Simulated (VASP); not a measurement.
**AlRu: single point with r2SCAN0**

The system is AlRu.

```
Ru Al
1.0
     2.99160    0.00000    0.00000
     0.00000    2.99160    0.00000
     0.00000    0.00000    2.99160
Ru Al
1 1
Direct
  0.50000 0.50000 0.50000
  0.00000 0.00000 0.00000
```

```json
{
  "Program": "VASP 6.6.1",
  "Task": "single point",
  "Functional": "r2SCAN0",
  "Potentials or basis": "VASP PAW PBE potentials, release 64 (Ru_pv, Al)",
  "Cutoff": "520 eV",
  "k mesh": "5 × 5 × 5",
  "Occupations": "fermi-dirac, width 0.05 eV",
  "Spin": "no spin polarisation",
  "Dipole correction": "no",
  "Grid for exact exchange (PRECFOCK)": "Normal",
  "Further INCAR settings": "ALGO = Normal; EDIFF = 1e-06; NBANDS = 16"
}
```

The pressure is -5.7 GPa.

Levels at points of the mesh, in eV from the Fermi level:
```tsv
k point	band 6	band 7	band 8	band 9	band 10	band 11	band 12	band 13
(0.00, 0.00, 0.00)	-4.80	-0.98	-0.98	-0.98	7.21	7.21	7.21	12.70
```

Run time: 12 min on 1 thread of AMD EPYC 9R45 96-Core Processor (Zen 5) (shared host), peak memory 0.13 GiB.

Caveat: the k points lie up to 0.42 Å⁻¹ apart; the PAW data sets were made with another functional, which shifts forces and pressure a little.
